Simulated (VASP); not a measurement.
**Tc: relaxation of cell and atoms with PBEsol**

Crystal: Tc.

```
CELL_PARAMETERS angstrom
3.06000 0.00000 0.00000
0.00000 3.06000 0.00000
0.00000 0.00000 3.06000
ATOMIC_POSITIONS crystal
Tc 0.00000 0.00000 0.00000
Tc 0.50000 0.50000 0.50000
```

| Quantity | Value |
| --- | --- |
| Program | VASP 6.6.1 |
| Task | relaxation of cell and atoms |
| Functional | PBEsol |
| Potentials or basis | VASP PAW PBE potentials, release 64 (Tc_pv) |
| Cutoff | 600 eV |
| k mesh | 7 × 7 × 7 |
| Occupations | methfessel-paxton, width 0.1 eV |
| Spin | no spin polarisation |
| Dipole correction | no |
| Further INCAR settings | ALGO = Normal; EDIFF = 1e-07; IBRION = 2; EDIFFG = -0.03; NSW = 80; ISIF = 3 |

```json
{
 "Relaxed volume": "14.14 Å³/atom",
 "Relaxed cell": "a = 3.047 Å, b = 3.047 Å, c = 3.047 Å, α = 90.00°, β = 90.00°, γ = 90.00°",
 "Space group after relaxing (to 0.05 Å)": "Im-3m (No. 229)",
 "Energy gained by relaxing": "2.5 meV/atom",
 "Ionic steps": "3",
 "Pressure after relaxing": "-0.1 GPa",
 "Band gap on the k mesh": "zero (band 13 reaches 14.57 eV, above the bottom of band 14 at 12.23 eV)"
}
```

The path:
```tsv
step	energy change (eV)	largest force (eV/Å)	pressure (GPa)	volume (Å³)
1	0.0000	0.0000	-4.17	28.65
2	0.0445	0.0000	14.52	27.13
3	-0.0050	0.0000	-0.07	28.28
```

Final structure:
```xyz
2
Lattice="3.0466 0.0000 0.0000 0.0000 3.0466 0.0000 0.0000 0.0000 3.0466" Properties=species:S:1:pos:R:3 pbc="T T T"
Tc    0.0000    0.0000    0.0000
Tc    1.5233    1.5233    1.5233
```

Levels at points of the mesh, in eV from the Fermi level:
| k point | band 10 | band 11 | band 12 | band 13 | band 14 | band 15 | band 16 | band 17 |
| --- | --- | --- | --- | --- | --- | --- | --- | --- |
| (0.00, 0.00, 0.00) | -2.56 | -2.56 | -2.56 | 0.44 | 0.44 | 2.72 | 2.72 | 2.72 |

Wall time 21 s on 1 thread of AMD EPYC 7R13 Processor (Zen 3), on a shared host, peak memory 0.12 GiB.

Caveat: the PAW data sets were made with another functional, which shifts forces and pressure a little.
